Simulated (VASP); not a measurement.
Set up this calculation in VASP 6.6.1, as the native input.

| Quantity | Value |
| --- | --- |
| Task | single point |
| Functional | LDA |
| Potentials or basis | VASP PAW LDA potentials, release 64 (Rb_sv, Br) |
| Cutoff | 520 eV |
| k mesh | 12 × 12 × 12, shifted |
| Occupations | methfessel-paxton, width 0.05 eV |
| Spin | no spin polarisation |
| Dipole correction | no |
| Further INCAR settings | ALGO = Normal; EDIFF = 1e-06; NBANDS = 15 |

The structure of RbBr (CsCl type) lies in POSCAR:

```
RbBr
1.0
    3.3441547396      0.0000000000      0.0000000000
    0.0000000000      3.3441547396      0.0000000000
    0.0000000000      0.0000000000      3.3441547396
Rb Br
1 1
Direct
    0.0000000000      0.0000000000      0.0000000000
    0.5000000000      0.5000000000      0.5000000000
```

The input as run:

INCAR

```
SYSTEM = RbBr
PREC = Accurate ; ENCUT = 520
EDIFF = 1E-6 ; ISMEAR = 1
SIGMA = 0.05 ; LREAL = .False.
LASPH = .True. ; NELM = 80
ALGO = Normal ; ISIF = 2
LWAVE = .False. ; LCHARG = .False.
NBANDS = 15
```

KPOINTS

```
Automatic mesh
0
Gamma
  12 12 12
  0.5 0.5 0.5
```

Potentials or basis: VASP PAW LDA potentials, release 64 (Rb_sv, Br).

Run with:

```sh
$ cat potpaw_LDA.64/Rb_sv/POTCAR potpaw_LDA.64/Br/POTCAR > POTCAR
$ mpirun -np 1 vasp_std > vasp.out
```

Results of the run:

```yaml
Pressure: 42.2 GPa
Band_gap_on_the_k_mesh: 3.58 eV, direct
```

It took 11 s on 1 thread of Intel(R) Xeon(R) 6975P-C (Granite Rapids), on a shared host, peak memory 0.15 GiB.
